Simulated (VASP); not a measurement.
A run of VASP 6.6.1 is set up as follows.

Contents of INCAR:

```
PREC = Accurate
ENCUT = 600
EDIFF = 1E-6
ISMEAR = 0
SIGMA = 0.1
LREAL = F
LASPH = T
NELM = 60
ALGO = Normal
ISIF = 3
LWAVE = F
LCHARG = F
GGA = PE
IBRION = 2
NSW = 90
EDIFFG = -0.04
```

File KPOINTS:

```
Automatic mesh
0
Gamma
  6 6 6
```

Contents of POSCAR:

```
Cu4O
1.0
   -2.5349434246      2.5349434246      2.5349434246
    2.5349434246     -2.5349434246      2.5349434246
    2.5349434246      2.5349434246     -2.5349434246
Cu O
4 1
Direct
    0.0000000000      0.0000000000      0.5305557968
    0.5305557968      0.0000000000      0.0000000000
    0.0000000000      0.5305557968      0.0000000000
    0.4694442032      0.4694442032      0.4694442032
    0.0000000000      0.0000000000      0.0000000000
```

Potentials or basis: VASP PAW PBE potentials, release 64 (Cu, O).

The run is started by

```console
$ cat potpaw_PBE.64/Cu/POTCAR potpaw_PBE.64/O/POTCAR > POTCAR
$ mpirun -np 1 vasp_std > vasp.out
```

(1) What does it give for the relaxed cell?

(2) Estimate the band gap on the k mesh.

(3) Estimate the relaxed volume.

(4) Estimate the space group after relaxing (to 0.05 Å).

## Answers

(1) a = 4.395 Å, b = 4.395 Å, c = 4.395 Å, α = 109.47°, β = 109.47°, γ = 109.47°.

(2) zero (band 25 reaches 5.59 eV, above the bottom of band 26 at 4.79 eV).

(3) 13.07 Å³/atom.

(4) I-43m (No. 217).
